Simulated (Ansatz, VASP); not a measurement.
One calculation of Cr, two programs

```xyz
2
Lattice="2.7140 0.0000 0.0000 -1.3570 2.3504 0.0000 0.0000 0.0000 4.4100" Properties=species:S:1:pos:R:3 pbc="T T T"
Cr    1.3570    0.7835    3.3075
Cr    0.0000    1.5669    1.1025
```

Alike in both runs: functional PBEsol; k mesh 11 × 11 × 6; occupations fermi-dirac, width 0.05 eV; collinear spin; Hubbard terms Cr d U = 2.0 eV.

```csv
,VASP,Ansatz
version,VASP 6.6.1,Ansatz 0.2.0
potentials or method,"VASP PAW PBE potentials, release 64 (Cr_pv), cutoff 520 eV","all-electron LAPW, scalar-relativistic"
task,single point,density of states
```

Ansatz gave:

```
gap on the k mesh at the Fermi level (eV)                     : none
pressure (GPa)                                                : 18.5
traceless stress, the component that is largest in VASP (GPa) : -18.88
net moment per atom (μB)                                      : 0.00
size of the moment on the site where the two differ most (μB) : 3.64
```

**Question.** Which values does VASP return?

**Answer.** gap on the k mesh at the Fermi level (eV): none; pressure (GPa): -13.8; traceless stress, the component that is largest in VASP (GPa): -4.42; net moment per atom (μB): 2.22; size of the moment on the site where the two differ most (μB): 2.11.

The net moments are unlike, so the other rows may belong to different states. VASP's potentials were made for PBE, not for PBEsol. Site moments also hang on the region over which each program counts them. The programs project onto different local orbitals, so the same U acts differently, and such runs can settle in different states. A gap of «none» marks a metal or a gap that the smearing closes. Ansatz ran all-electron here, and VASP with PAW potentials.

Noted on Ansatz's run: the magnetic state may not be the lowest; U is the effective U less J, on atomic orbitals that reach past the spheres.
